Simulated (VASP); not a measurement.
## Ir: single point with PBE

The system is Ir.

```
Ir
1.0
     0.00000    1.94916    1.86211
     1.94916    0.00000    1.86211
     1.94916    1.94916    0.00000
Ir
1
Direct
  0.00000 0.00000 0.00000
```

This cell differs from its parent crystal: z stretched by -3 % at fixed volume.

| Item | Value |
| --- | --- |
| Program | VASP 6.6.1 |
| Task | single point |
| Functional | PBE |
| Potentials or basis | VASP PAW PBE potentials, release 64 (Ir) |
| Cutoff | 520 eV |
| k mesh | 15 × 15 × 15 |
| Occupations | fermi-dirac, width 0.05 eV |
| Spin | no spin polarisation |
| Dipole correction | no |
| Further INCAR settings | ALGO = Normal; EDIFF = 1e-07; NBANDS = 10 |

```json
{"Pressure": "10.0 GPa"}
```

Stress tensor (GPa, compression positive):
```
 4.40  0.00  0.00
 0.00  4.40  0.00
 0.00  0.00 21.19
```

Levels at points of the mesh, in eV from the Fermi level:
```csv
k point,band 1,band 2,band 3,band 4,band 5,band 6,band 7,band 8
"(0.00, 0.00, 0.00)",-11.15,-4.10,-4.10,-3.52,-1.63,-0.87,14.33,19.39
```

Run time: 110 s on 1 thread of AMD EPYC 7R13, on a shared host, peak memory 0.14 GiB.

Caveat: spin-orbit coupling is left out, which moves the levels of the heavy elements.
